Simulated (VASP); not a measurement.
TePb:

```
CELL_PARAMETERS angstrom
0.00000 3.28606 3.28606
3.28606 0.00000 3.28606
3.28606 3.28606 0.00000
ATOMIC_POSITIONS crystal
Te 0.50000 0.50000 0.50000
Pb 0.00000 0.00000 0.00000
```

| Property | Result |
| --- | --- |
| Program | VASP 6.6.1 |
| Task | relaxation of cell and atoms |
| Functional | LDA |
| Potentials or basis | VASP PAW LDA potentials, release 64 (Te, Pb_d) |
| Cutoff | 600 eV |
| k mesh | 6 × 6 × 6 |
| Occupations | fermi-dirac, width 0.02 eV |
| Spin | no spin polarisation |

At the start: pressure -3.5 GPa; volume 35.48 Å³/atom.

Problem. How do energy, volume and symmetry change on relaxing?

Solution. Over 3 steps the energy falls by 34.3 meV/atom and the volume is 32.56 Å³/atom (-8.2 %); space group Fm-3m (No. 225, to 0.1 Å) before and after.

The path:
| step | energy change (eV) | largest force (eV/Å) | pressure (GPa) | volume (Å³) |
| --- | --- | --- | --- | --- |
| 1 | 0.0000 | 0.0000 | -3.48 | 70.97 |
| 2 | -0.0609 | 0.0000 | 1.45 | 63.35 |
| 3 | -0.0686 | 0.0000 | -0.01 | 65.12 |

Final structure:
```cif
data_structure
_symmetry_space_group_name_H-M 'P 1'
_symmetry_Int_Tables_number 1
_cell_length_a 4.5158
_cell_length_b 4.5158
_cell_length_c 4.5158
_cell_angle_alpha 60.000
_cell_angle_beta 60.000
_cell_angle_gamma 60.000
_cell_volume 65.12
loop_
_atom_site_label
_atom_site_type_symbol
_atom_site_fract_x
_atom_site_fract_y
_atom_site_fract_z
_atom_site_occupancy
Te1 Te 0.50000 0.50000 0.50000 1
Pb1 Pb 0.00000 0.00000 0.00000 1
```
